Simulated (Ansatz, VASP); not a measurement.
One calculation of MoW2, two programs

```xyz
3
Lattice="4.4911 0.0000 0.0000 -2.2456 3.8894 0.0000 0.0000 0.0000 2.7509" Properties=species:S:1:pos:R:3 pbc="T T T"
Mo    0.0000    0.0000    1.3755
W     0.0000    2.5930    2.2868
W     2.2456    1.2965    0.4641
```

Alike in both runs: functional PBE; k mesh 12 × 12 × 16; occupations gaussian, width 0.1 eV; no spin polarisation.

Ansatz relaxed the structure, and its values are those at the end. VASP's run is a single point on that final structure, the one shown.

|  | VASP | Ansatz |
| --- | --- | --- |
| version | VASP 6.6.1 | Ansatz 0.2.0 |
| potentials or method | VASP PAW PBE potentials, release 64 (Mo_sv, W_sv), cutoff 520 eV | scalar-relativistic, plane waves, PAW |
| valence electrons in the cell | 42 | 42 |

VASP gave:

```
gap on the k mesh at the Fermi level (eV) : none
pressure (GPa)                            : 0.5
```

**Question.** What did Ansatz give for the same quantities?

**Answer.** gap on the k mesh at the Fermi level (eV): none; pressure (GPa): 0.0.

A gap of «none» marks a metal or a gap that the smearing closes.

Spin-orbit coupling is off throughout.
